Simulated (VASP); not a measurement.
## ZrN: single point with LDA

The system is ZrN.

```
Zr N
1.0
     0.00000    2.28423    2.26139
     2.28423    0.00000    2.26139
     2.28423    2.28423    0.00000
Zr N
1 1
Cartesian
  0.0000 0.0000 0.0000
  2.2842 2.2842 2.2614
```

This cell differs from its parent crystal: zz strain of -1 %.

```yaml
Program: VASP 6.6.1
Task: single point
Functional: LDA
Potentials_or_basis: VASP PAW LDA potentials, release 64 (Zr_sv, N)
Cutoff: 600 eV
k_mesh: 9 × 9 × 9
Occupations: fermi-dirac, width 0.03 eV
Spin: no spin polarisation
Dipole_correction: no
Further_INCAR_settings: ALGO = Normal; EDIFF = 1e-06; NBANDS = 16
```

- Pressure: -4.4 GPa

Stress tensor (GPa, compression positive):
```
-5.73  0.00  0.00
 0.00 -5.73  0.00
 0.00  0.00 -1.79
```

Levels at points of the mesh, in eV from the Fermi level:
```tsv
k point	band 6	band 7	band 8	band 9	band 10	band 11	band 12	band 13
(0.00, 0.00, 0.00)	-2.63	-2.63	-2.57	-0.43	-0.43	-0.33	1.58	1.70
```

Wall time 110 s on 1 thread of Intel Xeon 8259CL (shared host), peak memory 0.16 GiB.

Caveat: the cell differs from its parent crystal (zz strain of -1 %).
